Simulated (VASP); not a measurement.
# Hf (I4/mmm) in VASP: a series of runs, part 2 of 3

VASP 6.6.1.

## Step 3: Single point, r2SCAN (strain +0.080 along x and y, -0.040 along z)

Contents of POSCAR:

```
Hf
1.0
    0.0000000000      2.3976000000      2.1312000000
    2.3976000000      0.0000000000      2.1312000000
    2.3976000000      2.3976000000      0.0000000000
Hf
1
Direct
    0.0000000000      0.0000000000      0.0000000000
```

Contents of INCAR.step1:

```
PREC     = Accurate       # precision mode
ENCUT    = 520            # plane-wave cutoff, eV
ISMEAR   = 0              # smearing method
SIGMA    = 0.15           # smearing width, eV
LREAL    = False          # projectors in reciprocal space
LASPH    = True           # aspherical terms in the spheres
NELM     = 80             # most SCF steps
NBANDS   = 11             # bands
GGA      = PE             # functional
ALGO     = Normal         # electronic algorithm
EDIFF    = 1E-4           # SCF threshold, eV
LWAVE    = True           # write WAVECAR
LCHARG   = False          # write CHGCAR
```

Contents of INCAR.step2:

```
PREC     = Accurate       # precision mode
ENCUT    = 520            # plane-wave cutoff, eV
EDIFF    = 1E-7           # SCF threshold, eV
ISMEAR   = 0              # smearing method
SIGMA    = 0.15           # smearing width, eV
LREAL    = False          # projectors in reciprocal space
LASPH    = True           # aspherical terms in the spheres
NELM     = 80             # most SCF steps
ALGO     = Normal         # electronic algorithm
ISIF     = 2              # what is computed and relaxed
LWAVE    = False          # write WAVECAR
LCHARG   = False          # write CHGCAR
METAGGA  = R2SCAN         # meta-GGA
LMIXTAU  = True         
NBANDS   = 11             # bands
ISTART   = 1
```

Contents of KPOINTS:

```
regular mesh
0
Gamma
  18 18 18
```

Potentials or basis: VASP PAW PBE potentials, release 64 (Hf_pv).

Started as:

```bash
$ cat potpaw_PBE.64/Hf_pv/POTCAR > POTCAR
$ cp INCAR.step1 INCAR
$ mpirun -np 1 vasp_std > vasp.out
$ cp INCAR.step2 INCAR
$ mpirun -np 1 vasp_std > vasp.out
```

OUTCAR:

```text
PREC = Accurate
   ENCUT = 520
   EDIFF = 1E-7
   ISMEAR = 0
   LREAL = False
   LASPH = True
   NELM = 80
   ISIF = 2
   METAGGA = R2SCAN
   ISTART = 1

 ion  position               nearest neighbor table
   1  0.000  0.000  0.000-

  LATTYP: Found a body centered tetragonal cell.
 ALAT       =     3.3907184371
 C/A-ratio  =     1.2570787221

  Lattice vectors:

 A1 = (   0.0000000000,  -2.3976000000,  -2.1312000000)
 A2 = (   0.0000000000,   2.3976000000,  -2.1312000000)
 A3 = (   2.3976000000,   0.0000000000,   2.1312000000)

Analysis of symmetry for initial positions (statically):
=====================================================================
 Subroutine PRICEL returns:
 Original cell was already a primitive cell.

 Routine SETGRP: Setting up the symmetry group for a
 body centered tetragonal supercell.

 Subroutine GETGRP returns: Found 16 space group operations
 (whereof 16 operations were pure point group operations)
 out of a pool of 16 trial point group operations.

The static configuration has the point symmetry D_4h.

Analysis of symmetry for dynamics (positions and initial velocities):
=====================================================================
[... 167 lines left out ...]
      3     -27.4900      2.00000
      4      -3.2332      2.00000
      5       5.2574      0.00000
      6       5.2574      0.00000
      7       6.3903      0.00000
      8       7.3120      0.00000
      9       8.8000      0.00000
     10      15.6250      0.00000
     11      15.7503      0.00000
[... 309 lines left out ...]
 k-point    24 :      -0.2222    0.0556    0.0000
  band No.  band energies     occupation
      1     -27.7747      2.00000
      2     -27.5460      2.00000
      3     -27.5338      2.00000
      4      -1.5120      2.00000
      5       4.3010      0.00197
      6       5.4762      0.00000
      7       6.3647      0.00000
      8       7.4083      0.00000
      9       8.6662      0.00000
     10      15.6239      0.00000
     11      16.3678      0.00000

 [... further k-points ...]

------------------------ aborting loop because EDIFF is reached ----------------------------------------

  FORCE on cell =-STRESS in cart. coord.  units (eV):
  Direction    XX          YY          ZZ          XY          YZ          ZX
  --------------------------------------------------------------------------------------
  -------------------------------------------------------------------------------------
  Total       -1.5413593     -1.5413593     -0.8231166      0.0000000      0.0000000      0.0000000
  in kB     -100.7875332   -100.7875332    -53.8225525      0.0000000      0.0000000      0.0000000
  external PRESSURE =     -85.1325396 kB  Pullay stress =       0.0000000 kB

 VOLUME and BASIS-vectors are now :
 -----------------------------------------------------------------------------
  energy-cutoff  :      520.00
  volume of cell :       24.50
      direct lattice vectors                 reciprocal lattice vectors
     0.000000000  2.397600000  2.131200000    -0.208541875  0.208541875  0.234609610
     2.397600000  0.000000000  2.131200000     0.208541875 -0.208541875  0.234609610
     2.397600000  2.397600000  0.000000000     0.208541875  0.208541875 -0.234609610

 POSITION                                       TOTAL-FORCE (eV/Angst)
 -----------------------------------------------------------------------------------
      0.00000      0.00000      0.00000         0.000000      0.000000      0.000000
 -----------------------------------------------------------------------------------
    total drift:                               -0.000000     -0.000000      0.000000

  FREE ENERGIE OF THE ION-ELECTRON SYSTEM (eV)
  ---------------------------------------------------
  free  energy   TOTEN  =       -44.9807459251 eV

  energy  without entropy=      -44.9625435287  energy(sigma->0) =      -44.97164473
```

OUTCAR.step1:

```text
PREC = Accurate
   ENCUT = 520
   ISMEAR = 0
   LREAL = False
   LASPH = True
   NELM = 80
[... 551 lines left out ...]

 POSITION                                       TOTAL-FORCE (eV/Angst)
 -----------------------------------------------------------------------------------
      0.00000      0.00000      0.00000        -0.000000      0.000000      0.000000
 -----------------------------------------------------------------------------------
    total drift:                               -0.000000     -0.000000      0.000000

  FREE ENERGIE OF THE ION-ELECTRON SYSTEM (eV)
  ---------------------------------------------------
  free  energy   TOTEN  =        -9.7786637097 eV

  energy  without entropy=       -9.7574769834  energy(sigma->0) =       -9.76807035
```

OSZICAR.step1:

```text
N       E                     dE             d eps       ncg     rms          rms(c)
DAV:   1     0.125671274277E+02    0.12567E+02   -0.56945E+03 10656   0.831E+02
DAV:   2    -0.971040429129E+01   -0.22278E+02   -0.21584E+02 13500   0.153E+02
DAV:   3    -0.101833931430E+02   -0.47299E+00   -0.46849E+00 13236   0.150E+01
DAV:   4    -0.101856044470E+02   -0.22113E-02   -0.22108E-02 12125   0.126E+00
DAV:   5    -0.101856190516E+02   -0.14605E-04   -0.14604E-04 13489   0.895E-02    0.437E+01
DAV:   6    -0.988085988050E+01    0.30476E+00   -0.26080E-01 11652   0.376E+00    0.258E+01
DAV:   7    -0.978454666172E+01    0.96313E-01   -0.38050E-01 12183   0.440E+00    0.118E+00
DAV:   8    -0.977868890368E+01    0.58578E-02   -0.29531E-02 11801   0.125E+00    0.424E-01
DAV:   9    -0.977866370971E+01    0.25194E-04   -0.50079E-04 13062   0.197E-01
   1 F= -.97786637E+01 E0= -.97680703E+01  d E =-.211867E-01
```

It took 3.5 min on 1 thread of Intel Xeon 6975P-C (Granite Rapids), shared host; peak memory 0.26 GiB.

Results:

```
Free energy            : -44.9807 eV
Pressure               : -8.5 GPa
Band gap on the k mesh : zero (bands 5 and 6 overlap by 2.22 eV)
```

Caveat: the cell differs from its parent crystal (strain +0.080 along x and y, -0.040 along z); the cell stands under tension; the PAW data sets were made with another functional, which shifts forces and pressure a little; spin-orbit coupling is left out, which moves the levels of the heavy elements.

[end of part 2 of 3]
